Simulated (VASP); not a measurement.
Write the native input for VASP 6.6.1 that does the following.

| Quantity | Value |
| --- | --- |
| Task | single point |
| Functional | PBE |
| Potentials or basis | VASP PAW PBE potentials, release 64 (Te, Pt) |
| Cutoff | 500 eV |
| k mesh | 12 × 12 × 8 |
| Occupations | gaussian, width 0.15 eV |
| Spin | collinear spin |
| Starting moments | [0.0, 0.0, 0.312] μB |
| Fixed moment | 0.3125 μB |
| Dipole correction | no |
| Further INCAR settings | ALGO = Normal; EDIFF = 1e-06; NBANDS = 22 |

The structure of Te2Pt lies in POSCAR:

```
Te2Pt
1.0
    4.3041829986      0.0000000000      0.0000000000
   -2.1520914993      3.7275318194      0.0000000000
    0.0000000000      0.0000000000      5.6725952786
Te Pt
2 1
Direct
    0.3333333333      0.6666666667      0.2528728645
    0.6666666667      0.3333333333      0.7471271355
    0.0000000000      0.0000000000      0.0000000000
```

These files were run (other wordings do the same):

INCAR

```
PREC     = Accurate       # precision mode
ENCUT    = 500            # plane-wave cutoff, eV
EDIFF    = 1E-6           # SCF threshold, eV
ISMEAR   = 0              # smearing method
SIGMA    = 0.15           # smearing width, eV
LREAL    = False          # projectors in reciprocal space
LASPH    = True           # aspherical terms in the spheres
NELM     = 200            # most SCF steps
ALGO     = Normal         # electronic algorithm
ISIF     = 2              # what is computed and relaxed
LWAVE    = False          # write WAVECAR
LCHARG   = False          # write CHGCAR
ISPIN    = 2              # spin polarisation
MAGMOM   = 0 0 0.312      # initial moments
LORBIT   = 11             # projections on sites
NUPDOWN  = 0.3125         # fixed moment
LMAXMIX  = 4              # l up to which the mixer works
GGA      = PE             # functional
NBANDS   = 22             # bands
GGA_COMPAT= False
```

KPOINTS

```
Automatic mesh
0
Gamma
  12 12 8
```

Potentials or basis: VASP PAW PBE potentials, release 64 (Te, Pt).

Command:

```bash
$ cat potpaw_PBE.64/Te/POTCAR potpaw_PBE.64/Pt/POTCAR > POTCAR
$ mpirun -np 1 vasp_std > vasp.out
```

Results of the run:

```yaml
Pressure: -9.7 GPa
Largest_force: 1.059 eV/Å
Net_moment: 0.31 μB per cell
Site_moments: Te +0.06; Pt +0.09 μB
Valence_electrons_inside_the_program's_atomic_spheres: Te 3.23; Pt 9.02
```

Caveat: the cell stands under tension; the total moment is fixed, so each spin has its own Fermi level; forces of over 1 eV/Å act on the atoms, so gaps and moduli don't describe the material at rest.

It took 4.2 min on 1 thread of Intel(R) Xeon(R) Platinum 8488C (Sapphire Rapids) (shared host), peak memory 0.5 GiB.
